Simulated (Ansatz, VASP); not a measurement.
Two plane-wave programs on AgI

The input POSCAR:

```
AgI
1.0
   -2.2768764259      2.2768764259      3.2235750499
    2.2768764259     -2.2768764259      3.2235750499
    2.2768764259      2.2768764259     -3.2235750499
Ag I
1 1
Direct
    0.2500000000      0.7500000000      0.5000000000
    0.0000000000      0.0000000000      0.0000000000
```

File INCAR.step1:

```
PREC = Accurate
ENCUT = 550
ISMEAR = 0
SIGMA = 0.01
LREAL = False
LASPH = True
NELM = 120
NBANDS = 16
GGA = PE
ALGO = Normal
EDIFF = 1E-5
LWAVE = True
LCHARG = False
GGA_COMPAT = False
```

INCAR.step2

```
PREC = Accurate
ENCUT = 550
EDIFF = 1E-6
ISMEAR = 0
SIGMA = 0.01
LREAL = False
LASPH = True
NELM = 120
ALGO = Normal
ISIF = 2
LWAVE = False
LCHARG = False
METAGGA = R2SCAN
LMIXTAU = True
NBANDS = 16
ISTART = 1
GGA_COMPAT = False
```

File KPOINTS:

```
Automatic mesh
0
Gamma
  6 6 6
```

Input for Ansatz:

```yaml
crystal:
  lattice:
    - [-2.2768764259, 2.2768764259, 3.2235750499]
    - [2.2768764259, -2.2768764259, 3.2235750499]
    - [2.2768764259, 2.2768764259, -3.2235750499]
  atoms:
    - { symbol: Ag, position: [0.25, 0.75, 0.5] }
    - { symbol: I, position: [0.0, 0.0, 0.0] }
kpoints:
  mp_grid: { grid: [6, 6, 6] }
hamiltonian:
  xc: r2scan
scf:
  occupations: { method: fixed }
  n_extra_bands: 4
output:
  forces: true
  stress: true
  eigenvalues: true
```

Alike in both runs: task single point; functional r2SCAN; k mesh 6 × 6 × 6; no spin polarisation.

|  | VASP | Ansatz |
| --- | --- | --- |
| version | VASP 6.6.1 | Ansatz 0.2.0 |
| potentials or method | VASP PAW PBE potentials, release 64 (Ag, I) | plane waves, PAW |
| plane-wave cutoff (eV) | 550 | 500 |
| occupations | gaussian, width 0.01 eV | fixed |
| valence electrons in the cell | 18 | 36 |

|  | VASP | Ansatz | Ansatz less VASP |
| --- | --- | --- | --- |
| gap on the k mesh at the Fermi level (eV) | 1.79 | 1.82 | +0.031 |
| pressure (GPa) | 2.0 | 2.1 | +0.13 |

VASP's potentials were made for PBE, not for r2SCAN. VASP's potentials hold 18 valence electrons a cell and Ansatz's 36, so a difference there can come from the potentials and not from the codes.

Neither program's run includes spin-orbit coupling.
